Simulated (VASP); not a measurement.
# GaGe3 (Fm-3m) in VASP: a series of runs, part 2 of 2

VASP 6.6.1. Earlier steps stand in the parts before.

### Step 6. Single point, LDA

This run uses another cell than the first one, of 20.21 Å³/atom, 1.040 times its volume.

Input file INCAR:

```
SYSTEM = GaGe3
  PREC = Accurate
  ENCUT = 520
  EDIFF = 1E-6
  ISMEAR = -1
  SIGMA = 0.05
  LREAL = .FALSE.
  LASPH = .TRUE.
  NELM = 100
  ALGO = Normal
  ISIF = 2
  LWAVE = .FALSE.
  LCHARG = .FALSE.
  GGA = CA
  NBANDS = 36
```

Input file KPOINTS:

```
regular mesh
0
G
  7 7 7
  0 0 0
```

Input file POSCAR:

```
GaGe3
1.0
    0.0000000000      3.4317400984      3.4317400984
    3.4317400984      0.0000000000      3.4317400984
    3.4317400984      3.4317400984      0.0000000000
Ge Ga
3 1
Direct
    0.5000000000      0.5000000000      0.5000000000
    0.7500000000      0.7500000000      0.7500000000
    0.2500000000      0.2500000000      0.2500000000
    0.0000000000      0.0000000000      0.0000000000
```

Potentials or basis: VASP PAW LDA potentials, release 64 (Ge_d, Ga_d).

Run with:

```sh
cat potpaw_LDA.64/Ge_d/POTCAR potpaw_LDA.64/Ga_d/POTCAR > POTCAR
mpirun -np 1 vasp_std > vasp.out
```

OUTCAR:

```text
SYSTEM = GaGe3
   PREC = Accurate
   ENCUT = 520
   EDIFF = 1E-6
   ISMEAR = -1
   LREAL = .FALSE.
   LASPH = .TRUE.
   NELM = 100
   ISIF = 2
   GGA = CA

 ion  position               nearest neighbor table
   1  0.500  0.500  0.500-
   2  0.750  0.750  0.750-
   3  0.250  0.250  0.250-
   4  0.000  0.000  0.000-

  LATTYP: Found a face centered cubic cell.
 ALAT       =     6.8634801968

  Lattice vectors:

 A1 = (   0.0000000000,   3.4317400984,   3.4317400984)
 A2 = (   3.4317400984,   0.0000000000,   3.4317400984)
 A3 = (   3.4317400984,   3.4317400984,   0.0000000000)

Analysis of symmetry for initial positions (statically):
=====================================================================
 Subroutine PRICEL returns:
 Original cell was already a primitive cell.

 Routine SETGRP: Setting up the symmetry group for a
 face centered cubic supercell.

 Subroutine GETGRP returns: Found 48 space group operations
 (whereof 48 operations were pure point group operations)
 out of a pool of 48 trial point group operations.

The static configuration has the point symmetry O_h .

Analysis of symmetry for dynamics (positions and initial velocities):
=====================================================================
 Subroutine PRICEL returns:
 Original cell was already a primitive cell.

 Routine SETGRP: Setting up the symmetry group for a
 face centered cubic supercell.

 Subroutine GETGRP returns: Found 48 space group operations
 (whereof 48 operations were pure point group operations)
 out of a pool of 48 trial point group operations.

The dynamic configuration has the point symmetry O_h .

 Subroutine INISYM returns: Found 48 space group operations
 (whereof 48 operations are pure point group operations),
 and found     1 'primitive' translations

----------------------------------------------------------------------------------------

                                     Primitive cell

  volume of cell :      80.8301

  direct lattice vectors                    reciprocal lattice vectors
     0.000000000  3.431740098  3.431740098    -0.145698679  0.145698679  0.145698679
     3.431740098  0.000000000  3.431740098     0.145698679 -0.145698679  0.145698679
     3.431740098  3.431740098  0.000000000     0.145698679  0.145698679 -0.145698679

  length of vectors
     4.853213390  4.853213390  4.853213390     0.252357515  0.252357515  0.252357515

  position of ions in fractional coordinates (direct lattice)
     0.500000000  0.500000000  0.500000000
     0.750000000  0.750000000  0.750000000
     0.250000000  0.250000000  0.250000000
     0.000000000  0.000000000  0.000000000

  ion indices of the primitive-cell ions
   primitive index   ion index
                 1           1
                 2           2
                 3           3
                 4           4

----------------------------------------------------------------------------------------

 KPOINTS: regular mesh

Automatic generation of k-mesh.
 Grid dimensions read from file:
 generate k-points for:    7    7    7

 Generating k-lattice:

  Cartesian coordinates                     Fractional coordinates (reciprocal lattice)
    -0.020814097  0.020814097  0.020814097     0.142857143  0.000000000  0.000000000
     0.020814097 -0.020814097  0.020814097     0.000000000  0.142857143  0.000000000
     0.020814097  0.020814097 -0.020814097     0.000000000  0.000000000  0.142857143

  Length of vectors
     0.036051074  0.036051074  0.036051074

  Shift w.r.t. Gamma in fractional coordinates (k-lattice)
     0.000000000  0.000000000  0.000000000

 Subroutine IBZKPT returns following result:
 ===========================================

 Found     20 irreducible k-points:

 Following reciprocal coordinates:
            Coordinates               Weight
  0.000000  0.000000  0.000000      1.000000
  0.142857  0.000000  0.000000      8.000000
  0.285714  0.000000  0.000000      8.000000
  0.428571  0.000000  0.000000      8.000000
  0.142857  0.142857  0.000000      6.000000
  0.285714  0.142857  0.000000     24.000000
[... 12 lines left out ...]
 -0.428571  0.428571  0.142857     24.000000
 -0.285714  0.428571  0.142857     24.000000
   k-points           NKPTS =     20   k-points in BZ     NKDIM =     20   number of bands    NBANDS=     36
   number of dos      NEDOS =    301   number of ions     NIONS =      4
   total plane-waves  NPLWV =  46656
   dimension x,y,z NGX =    36 NGY =   36 NGZ =   36
   dimension x,y,z NGXF=    72 NGYF=   72 NGZF=   72
   ions per type =               3   1
   NGX,Y,Z   is equivalent  to a cutoff of  12.33, 12.33, 12.33 a.u.
   NGXF,Y,Z  is equivalent  to a cutoff of  24.66, 24.66, 24.66 a.u.
 SYSTEM =  GaGe3
   PREC   = accura    normal or accurate (medium, high low for compatibility)
   ISTART =      0    job   : 0-new  1-cont  2-samecut
   ICHARG =      2    charge: 1-file 2-atom 10-const
   ISPIN  =      1    spin polarized calculation?
   LNONCOLLINEAR =      F non collinear calculations
   LSORBIT =      F    spin-orbit coupling
   LASPH  =      T    aspherical Exc in radial PAW
   ENCUT  =  520.0 eV  38.22 Ry    6.18 a.u.   9.02  9.02  9.02*2*pi/ulx,y,z
   NELM   =    100;   NELMIN=  2; NELMDL= -5     # of ELM steps
   EDIFF  = 0.1E-05   stopping-criterion for ELM
   LREAL  =      F    real-space projection
   EDIFFG = 0.1E-04   stopping-criterion for IOM
   NSW    =      0    number of steps for IOM
   IBRION =     -1    ionic relax: 0-MD 1-quasi-New 2-CG
   NFREE  =      0    steps in history (QN), initial steepest desc. (CG)
   ISIF   =      2    stress and relaxation
   ISYM   =      2    0-nonsym 1-usesym 2-fastsym
   POTIM  = 0.5000    time-step for ionic-motion
   TEBEG  =    0.0;   TEEND  =   0.0 temperature during run
   PSTRESS=    0.0 pullay stress
   NELECT =      55.0000    total number of electrons
   NUPDOWN=      -1.0000    fix difference up-down
   EMIN   =  10.00;   EMAX   =-10.00  energy-range for DOS
   EFERMI =   0.00;   METHOD = LEGACY
   ISMEAR =    -1;   SIGMA  =   0.05  broadening in eV -4-tet -1-fermi 0-gaus
   EFERMI_NEDOS =   21; number of points for ismear=-14 and -15
   IALGO  =     38    algorithm
   IMIX   =      4    mixing-type and parameters
     AMIX     =   0.40;   BMIX     =  1.00
     AMIX_MAG =   1.60;   BMIX_MAG =  1.00
  volume/ion in A,a.u.               =      20.21       136.37
  Fermi-wavevector in a.u.,A,eV,Ry     =   1.439919  2.721052 28.209860  2.073366
  Thomas-Fermi vector in A             =   2.558721
   LORBIT       =      0    0 simple, 1 ext, 2 COOP (PROOUT), +10 PAW based schemes
   GGA     = CA    functional components
   LHFCALC =     F    Hartree Fock is set to
   AEXX    =    0.0000 exact exchange contribution
   IVDW    =     0    specifies the selected vdW correction
   LEPSILON=     F    determine dielectric tensor
   LRPA    =     F    only Hartree local field effects (RPA)
 non-spin polarized calculation
  energy-cutoff  :      520.00
  volume of cell :       80.83
 maximum number of plane-waves:      2197
   NGX = 17   NGY = 17   NGZ = 17

 number of electron      54.9999978 magnetization

 Free energy of the ion-electron system (eV)
  ---------------------------------------------------
  ext. energy  EPLUGINS =         0.00000000
  ---------------------------------------------------
  free energy    TOTEN  =       -18.05913238 eV

  energy without entropy =      -18.04724273  energy(sigma->0) =      -18.05318756

 E-fermi :   5.4303     XC(G=0): -11.1746

 val. band max:        5.3877989732   @ k =  -0.4286   0.1429   0.0000
 cond. band min:       5.4513024787   @ k =   0.4286   0.2857   0.0000
 fundamental gap:      0.0635035055
 Fermi energy:         5.4302794872

 k-point     1 :       0.0000    0.0000    0.0000
  band No.  band energies     occupation
      1     -19.2977      2.00000
      2     -19.2977      2.00000
      3     -19.2923      2.00000
      4     -19.2923      2.00000
      5     -19.2923      2.00000
      6     -19.2779      2.00000
[... 28 lines left out ...]
     35      10.3558      0.00000
     36      14.6533      0.00000
[... 710 lines left out ...]
      6     -19.2731      2.00000
[... 28 lines left out ...]
     35      11.8560      0.00000
     36      12.1381      0.00000

------------------------ aborting loop because EDIFF is reached ----------------------------------------

  FORCE on cell =-STRESS in cart. coord.  units (eV):
  Direction    XX          YY          ZZ          XY          YZ          ZX
  --------------------------------------------------------------------------------------
  -------------------------------------------------------------------------------------
  Total       -3.5444286     -3.5444286     -3.5444286     -0.0000000     -0.0000000      0.0000000
  in kB      -70.2560384    -70.2560384    -70.2560384     -0.0000000     -0.0000000      0.0000000
  external PRESSURE =     -70.2560384 kB  Pullay stress =       0.0000000 kB

 VOLUME and BASIS-vectors are now :
 -----------------------------------------------------------------------------
  energy-cutoff  :      520.00
  volume of cell :       80.83
      direct lattice vectors                 reciprocal lattice vectors
     0.000000000  3.431740098  3.431740098    -0.145698679  0.145698679  0.145698679
     3.431740098  0.000000000  3.431740098     0.145698679 -0.145698679  0.145698679
     3.431740098  3.431740098  0.000000000     0.145698679  0.145698679 -0.145698679

 POSITION                                       TOTAL-FORCE (eV/Angst)
 -----------------------------------------------------------------------------------
      3.43174      3.43174      3.43174         0.000000      0.000000      0.000000
      5.14761      5.14761      5.14761        -0.000000     -0.000000     -0.000000
      1.71587      1.71587      1.71587         0.000000      0.000000      0.000000
      0.00000      0.00000      0.00000         0.000000      0.000000      0.000000
 -----------------------------------------------------------------------------------
    total drift:                                0.000000      0.000000      0.000000

  FREE ENERGIE OF THE ION-ELECTRON SYSTEM (eV)
  ---------------------------------------------------
  free  energy   TOTEN  =       -18.0591323814 eV

  energy  without entropy=      -18.0472427308  energy(sigma->0) =      -18.05318756
```

Run time: 32 s. Hardware: 1 thread of Intel Xeon Platinum 8375C at 2.90GHz (Ice Lake), shared host; peak memory 0.19 GiB.

What came out:

- Free energy: -18.0591 eV
- Pressure: -7.0 GPa

Levels at points of the mesh, in eV from the Fermi level:
| k point | band 26 | band 27 | band 28 | band 29 | band 30 | band 31 |
| --- | --- | --- | --- | --- | --- | --- |
| (0.00, 0.00, 0.00) | -1.38 | -1.38 | -1.10 | -1.10 | -1.10 | 0.34 |

### Step 7. The runs side by side

```csv
level,potentials or basis,cell,gap on the mesh (eV),pressure (GPa)
LDA,"VASP PAW LDA potentials, release 64 (Ge_d, Ga_d)","a = 4.790 Å, angles 60.0°, 4 atoms",none,-5.5
PBE,"VASP PAW PBE potentials, release 64 (Ge_d, Ga_d)","a = 4.790 Å, angles 60.0°, 4 atoms",none,-0.5
LDA,"VASP PAW LDA potentials, release 64 (Ge_d, Ga_d)","a = 4.822 Å, angles 60.0°, 4 atoms",none,-6.2
PBE,"VASP PAW PBE potentials, release 64 (Ge_d, Ga_d)","a = 4.822 Å, angles 60.0°, 4 atoms",none,-1.5
LDA,"VASP PAW LDA potentials, release 64 (Ge_d, Ga_d)","a = 4.853 Å, angles 60.0°, 4 atoms",none,-7.0
```

Alike in all rows: task single point; no spin polarisation; k mesh 7 × 7 × 7; cutoff (eV) 520; smearing fermi-dirac 0.05 eV.

Absolute energies hang on the potentials; compare differences alone.
